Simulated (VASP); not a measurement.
A run of VASP 6.6.1 is set up as follows.

File INCAR:

```
SYSTEM = Si16N
PREC = Accurate ; ENCUT = 520
EDIFF = 1E-6 ; ISMEAR = 0
SIGMA = 0.05 ; LREAL = Auto
LASPH = .True. ; NELM = 80
ALGO = Fast ; ISIF = 2
LWAVE = .False. ; LCHARG = .False.
LDIPOL = .True. ; IDIPOL = 3
DIPOL = 0.5 0.5 0.332 ; GGA = PE
IVDW = 12 ; NBANDS = 92
```

The input KPOINTS:

```
Automatic mesh
0
Gamma
  6 6 1
  0 0 0
```

The input POSCAR:

```
Si16N
1.0
    7.6310340353      0.0000000000      0.0000000000
   -3.8155170176      6.6086693317      0.0000000000
    0.0000000000      0.0000000000     28.9874814887
Si N
32 2
Direct
    0.3333333333      0.1666666667      0.1379906013
    0.3333333333      0.6666666667      0.1379906013
    0.8333333333      0.1666666667      0.1379906013
    0.8333333333      0.6666666667      0.1379906013
    0.1666666667      0.3333333333      0.1654736886
    0.1666666667      0.8333333333      0.1654736886
    0.6666666667      0.3333333333      0.1654736886
    0.6666666667      0.8333333333      0.1654736886
    0.1666666667      0.3333333333      0.2468813265
    0.1666666667      0.8333333333      0.2468813265
    0.6666666667      0.3333333333      0.2468813265
    0.6666666667      0.8333333333      0.2468813265
    0.3333333333      0.1666666667      0.2743644139
    0.3333333333      0.6666666667      0.2743644139
    0.8333333333      0.1666666667      0.2743644139
    0.8333333333      0.6666666667      0.2743644139
    0.3333333333      0.1666666667      0.3556303192
    0.3333333333      0.6666666667      0.3556303192
    0.8333333333      0.1666666667      0.3556303192
    0.8333333333      0.6666666667      0.3556303192
    0.1666666667      0.3333333333      0.3827070110
    0.1666666667      0.8333333333      0.3827070110
    0.6666666667      0.3333333333      0.3827070110
    0.6666666667      0.8333333333      0.3827070110
    0.1666666667      0.3333333333      0.4657581719
    0.1666666667      0.8333333333      0.4657581719
    0.6666666667      0.3333333333      0.4657581719
    0.6666666667      0.8333333333      0.4657581719
    0.3333333333      0.1666666667      0.4894347753
    0.3333333333      0.6666666667      0.4894347753
    0.8333333333      0.1666666667      0.4894347753
    0.8333333333      0.6666666667      0.4894347753
    0.5000000000      0.2500000000      0.5963774913
    0.5000000000      0.2500000000      0.6343249066
```

Potentials or basis: VASP PAW PBE potentials, release 64 (Si, N).

The run is started by

```sh
$ cat potpaw_PBE.64/Si/POTCAR potpaw_PBE.64/N/POTCAR > POTCAR
$ mpirun -np 1 vasp_std > vasp.out
```

Q: Predict the band gap on the k mesh.

A: Zero (bands 69 and 70 overlap by 0.34 eV).

Q: What does it give for the dispersion energy per atom?

A: -0.271 eV.

Q: Estimate the largest force.

A: 2.183 eV/Å.

Forces in eV/Å, atoms in the order of the input:
```
Si   0.004  0.002  0.511
Si   0.001  0.001  0.515
Si  -0.004  0.005  0.512
Si   0.002 -0.006  0.512
Si   0.002 -0.004 -0.673
Si  -0.002  0.004 -0.673
Si  -0.006 -0.003 -0.679
Si   0.001  0.000 -0.662
Si   0.006 -0.002  0.225
Si   0.001  0.006  0.225
Si  -0.006 -0.003  0.231
Si   0.002  0.001  0.219
Si   0.003  0.002 -0.054
Si  -0.002 -0.001 -0.048
Si  -0.007  0.008 -0.049
Si   0.003 -0.010 -0.049
Si  -0.002 -0.001 -0.001
Si   0.007  0.004  0.016
Si   0.001 -0.012  0.023
Si  -0.009  0.007  0.023
Si   0.028 -0.007  0.025
Si   0.008  0.027  0.025
Si  -0.038 -0.022  0.060
Si   0.002  0.001  0.033
Si  -0.040  0.018 -0.013
Si  -0.004 -0.044 -0.013
Si   0.033  0.019 -0.006
Si   0.004  0.003 -0.036
Si  -0.032 -0.018 -0.226
Si   0.005  0.003 -0.003
Si  -0.009  0.000  0.002
Si  -0.005 -0.008  0.002
N    0.088  0.051 -2.158
N   -0.037 -0.021  2.183
```

Caveat: the standard files for N, O and F lose accuracy on very short bonds.
